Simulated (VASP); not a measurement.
Write the native input for VASP 6.6.1 that does the following.

```yaml
Task: single point
Functional: PBEsol
Dispersion: D3(BJ)
Potentials_or_basis: VASP PAW PBE potentials, release 64 (K_sv, Zn, F, Se)
Cutoff: 520 eV
k_mesh: 2 × 2 × 2, shifted
Occupations: fermi-dirac, width 0.05 eV
Spin: no spin polarisation
Dipole_correction: no
Further_INCAR_settings: ALGO = Normal; EDIFF = 1e-06; NBANDS = 48
```

The structure of K2Zn2SeF4 (a cell with a defect) lies in POSCAR:

```
K2Zn2SeF4
1.0
    8.1045260000      0.0000000000      0.0000000000
    0.0000000000      4.0522630000      0.0000000000
    0.0000000000      0.0000000000      4.0522630000
K Zn F Se
2 2 4 1
Direct
    0.0061480000      0.0015580000      0.0150890000
    0.4944890000      0.9959370000      0.9951080000
    0.2532760000      0.5048870000      0.5028080000
    0.7388960000      0.5056380000      0.5079200000
    0.7512050000      0.4855980000      0.0061450000
    0.9964680000      0.4825610000      0.5031680000
    0.2564480000      0.9998940000      0.5043440000
    0.7501750000      0.9844490000      0.4970680000
    0.5098650000      0.4880690000      0.5045340000
```

These files were run (other wordings do the same):

INCAR

```
  PREC = Accurate
  ENCUT = 520
  EDIFF = 1E-6
  ISMEAR = -1
  SIGMA = 0.05
  LREAL = False
  LASPH = True
  NELM = 100
  ALGO = Normal
  ISIF = 2
  LWAVE = False
  LCHARG = False
  GGA = PS
  IVDW = 12
  NBANDS = 48
```

KPOINTS

```
Automatic mesh
0
Gamma
  2 2 2
  0.5 0.5 0.5
```

Potentials or basis: VASP PAW PBE potentials, release 64 (K_sv, Zn, F, Se).

Run with:

```console
$ cat potpaw_PBE.64/K_sv/POTCAR potpaw_PBE.64/Zn/POTCAR potpaw_PBE.64/F/POTCAR potpaw_PBE.64/Se/POTCAR > POTCAR
$ mpirun -np 1 vasp_std > vasp.out
```

Results of the run:

| Quantity | Value |
| --- | --- |
| Pressure | 19.5 GPa |
| Largest force | 11.229 eV/Å |
| Band gap on the k mesh | 1.89 eV |
| Dispersion energy per atom | -0.197 eV |

Caveat: the k points lie up to 0.78 Å⁻¹ apart; three body term missing; the PAW data sets were made with another functional, which shifts forces and pressure a little.

Wall time 44 s on 1 thread of AMD EPYC 7R43 64-Core Processor (Zen 3), on a shared host, peak memory 0.21 GiB.
